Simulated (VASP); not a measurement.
**Li8Nb8CuO24 (a cell with a defect): single point with PBE**

The system is Li8Nb8CuO24 (a cell with a defect).

```
Li Nb O Cu
1.0
     2.59495    1.49820    4.67222
    -5.18990    2.99639    9.34445
     0.00000   -5.99278    9.34445
Li Nb O Cu
8 8 24 1
Direct
  0.68525 0.35116 0.32413
  0.21601 0.11139 0.11314
  0.72537 0.36441 0.85718
  0.22583 0.11116 0.61113
  0.72035 0.86034 0.36072
  0.22423 0.61048 0.10954
  0.72131 0.86038 0.85824
  0.23062 0.61605 0.61444
  0.01519 0.51210 0.50088
  0.49633 0.24505 0.24706
  0.99744 0.50430 0.99734
  0.49764 0.24969 0.76047
  0.99231 0.99984 0.50146
  0.50767 0.75880 0.24458
  0.00823 0.99966 0.99793
  0.49298 0.75178 0.75260
  0.27993 0.32729 0.44047
  0.64239 0.44488 0.13066
  0.87691 0.13969 0.32100
  0.38571 0.06923 0.38795
  0.77430 0.19487 0.06797
  0.12196 0.38926 0.20234
  0.28281 0.31970 0.94691
  0.65799 0.44768 0.64211
  0.89862 0.13814 0.81966
  0.38840 0.07063 0.89255
  0.78025 0.18730 0.57825
  0.15392 0.39280 0.69578
  0.27560 0.82277 0.44408
  0.64431 0.94541 0.13880
  0.90155 0.64823 0.32053
  0.41798 0.56699 0.39041
  0.78176 0.69329 0.07169
  0.14773 0.88973 0.19361
  0.28233 0.81968 0.94424
  0.63512 0.94636 0.64161
  0.89311 0.64132 0.81940
  0.39086 0.57036 0.88995
  0.78568 0.69889 0.57061
  0.14232 0.88616 0.69419
  0.82326 0.39476 0.43900
```

```
Program             : VASP 6.6.1
Task                : single point
Functional          : PBE
Potentials or basis : VASP PAW PBE potentials, release 64 (Li_sv, Nb_sv, O, Cu)
Cutoff              : 520 eV
k mesh              : 1 × 1 × 1, shifted
Occupations         : fermi-dirac, width 0.01 eV
Spin                : no spin polarisation
```

```
Largest force : 0.047 eV/Å
```

Forces in eV/Å, atoms in the order of the input:
```
Li   0.003 -0.011  0.025
Li   0.004 -0.001 -0.005
Li   0.003  0.002 -0.006
Li  -0.003  0.002 -0.006
Li   0.002  0.001 -0.003
Li  -0.006 -0.004 -0.002
Li  -0.002 -0.002 -0.004
Li  -0.001  0.002 -0.002
Nb   0.007 -0.003  0.037
Nb  -0.011  0.013  0.025
Nb   0.007 -0.006  0.031
Nb   0.013  0.002  0.028
Nb  -0.005  0.003  0.037
Nb   0.002 -0.001  0.025
Nb  -0.003 -0.006  0.032
Nb   0.009  0.004  0.036
O   -0.005  0.003  0.005
O    0.007  0.011 -0.014
O   -0.002 -0.012 -0.006
O   -0.007 -0.011 -0.018
O    0.013 -0.005 -0.010
O    0.005  0.012 -0.014
O   -0.007  0.012 -0.013
O    0.008 -0.003  0.003
O   -0.010 -0.008 -0.016
O   -0.014 -0.004 -0.008
O    0.022 -0.035 -0.023
O   -0.004  0.011 -0.015
O    0.000  0.012 -0.004
O    0.016 -0.002 -0.007
O    0.000 -0.009 -0.004
O   -0.032  0.003 -0.021
O    0.005 -0.010 -0.008
O    0.000  0.007 -0.009
O    0.001  0.012 -0.015
O    0.012 -0.006 -0.009
O   -0.013  0.001 -0.015
O   -0.008  0.000 -0.007
O    0.008 -0.011 -0.011
O   -0.005  0.007 -0.012
Cu  -0.008  0.027  0.004
```

Levels at points of the mesh, in eV from the Fermi level:
```csv
k point,band 138,band 139,band 140,band 141,band 142,band 143,band 144,band 145
"(0.25, 0.25, 0.25)",-1.21,-1.04,-0.47,-0.31,1.29,1.40,1.45,1.50
```

It took 8.1 min on 1 thread of Intel Xeon 8259CL (shared host), peak memory 0.65 GiB.

Caveat: the k points lie up to 1.14 Å⁻¹ apart, too coarse for converged energies, forces and pressures; the cell carries a net charge on a neutralising background, which shifts energy and pressure; the cell is charged against a uniform background, so pressure and absolute levels hang on convention.
